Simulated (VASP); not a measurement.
Here is a VASP 6.6.1 calculation.

The input INCAR:

```
PREC = Accurate
ENCUT = 520
EDIFF = 1E-6
ISMEAR = 0
SIGMA = 0.1
LREAL = False
LASPH = True
NELM = 60
ALGO = Normal
ISIF = 2
LWAVE = False
LCHARG = False
GGA = PE
NBANDS = 26
```

File KPOINTS:

```
regular mesh
0
Gamma
  4 4 4
```

Contents of POSCAR:

```
CaSn2
1.0
    0.0000000000      3.6563812782      3.6563812782
    3.6563812782      0.0000000000      3.6563812782
    3.6563812782      3.6563812782      0.0000000000
Ca Sn
1 2
Direct
    0.0000000000      0.0000000000      0.0000000000
    0.2500000000      0.2500000000      0.2500000000
    0.7500000000      0.7500000000      0.7500000000
```

Potentials or basis: VASP PAW PBE potentials, release 64 (Ca_sv, Sn_d).

Command:

```sh
$ cat potpaw_PBE.64/Ca_sv/POTCAR potpaw_PBE.64/Sn_d/POTCAR > POTCAR
$ mpirun -np 1 vasp_std > vasp.out
```

**Question.** Predict the pressure.

**Answer.** -0.1 GPa.

**Question.** Estimate the band gap on the k mesh.

**Answer.** Zero (bands 19 and 20 overlap by 0.14 eV).

Caveat: the k points lie up to 0.37 Å⁻¹ apart; spin-orbit coupling is left out, which moves the levels of the heavy elements.
